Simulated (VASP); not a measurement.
**NiO: single point with PBE**

The system is NiO.

```
CELL_PARAMETERS angstrom
0.00000 2.10004 2.10004
2.10004 0.00000 2.10004
4.18446 2.08442 -2.08442
ATOMIC_POSITIONS crystal
Ni 0.00000 0.00000 0.00000
Ni 0.50000 0.00000 0.50000
O 0.75000 0.50000 0.25000
O 0.25000 0.50000 0.75000
```

```json
{
  "Program": "VASP 6.6.1",
  "Task": "single point",
  "Functional": "PBE",
  "Potentials or basis": "VASP PAW PBE potentials, release 64 (Ni, O)",
  "Cutoff": "520 eV",
  "k mesh": "14 × 14 × 14",
  "Occupations": "gaussian, width 0.05 eV",
  "Spin": "collinear spin, antiferromagnetic start",
  "Starting moments": "[1.51, -1.51, 0.0, 0.0] μB"
}
```

| Item | Value |
| --- | --- |
| Pressure | -0.3 GPa |
| Band gap on the k mesh | 0.92 eV |
| Net moment | 0.00 μB per cell |
| Site moments | Ni +1.35, -1.35; O +0.00 μB |
| Valence electrons inside the program's atomic spheres | Ni 8.98; O 4.97 |

Levels at points of the mesh, in eV from the valence-band top:
Spin up:
```tsv
k point	band 12	band 13	band 14	band 15	band 16	band 17	band 18	band 19	band 20	band 21
(0.00, 0.00, 0.00)	-1.50	-1.50	-0.57	-0.57	-0.30	2.05	2.05	2.17	6.16	10.69
(0.50, 0.00, 0.00)	-0.91	-0.50	-0.31	-0.27	-0.12	1.51	1.53	8.04	8.19	10.39
(0.00, 0.50, 0.00)	-0.91	-0.80	-0.40	-0.25	-0.13	2.10	2.16	6.21	6.83	10.60
(0.00, 0.00, 0.50)	-0.78	-0.78	-0.63	-0.08	-0.08	1.53	1.53	4.83	4.96	12.80
```
Spin down:
```tsv
k point	band 12	band 13	band 14	band 15	band 16	band 17	band 18	band 19	band 20	band 21
(0.00, 0.00, 0.00)	-1.50	-1.50	-0.57	-0.57	-0.30	2.05	2.05	2.17	6.16	10.69
(0.50, 0.00, 0.00)	-0.91	-0.50	-0.31	-0.27	-0.12	1.51	1.53	8.04	8.19	10.39
(0.00, 0.50, 0.00)	-0.91	-0.80	-0.40	-0.25	-0.13	2.10	2.16	6.21	6.83	10.60
(0.00, 0.00, 0.50)	-0.78	-0.78	-0.63	-0.08	-0.08	1.53	1.53	4.83	4.96	12.80
```

Wall time 3.4 min on 1 thread of Intel(R) Xeon(R) 6975P-C (Granite Rapids), on a shared host, peak memory 0.49 GiB.

A k mesh can miss the band edges. As with any semilocal functional, this PBE gap is likely too small.
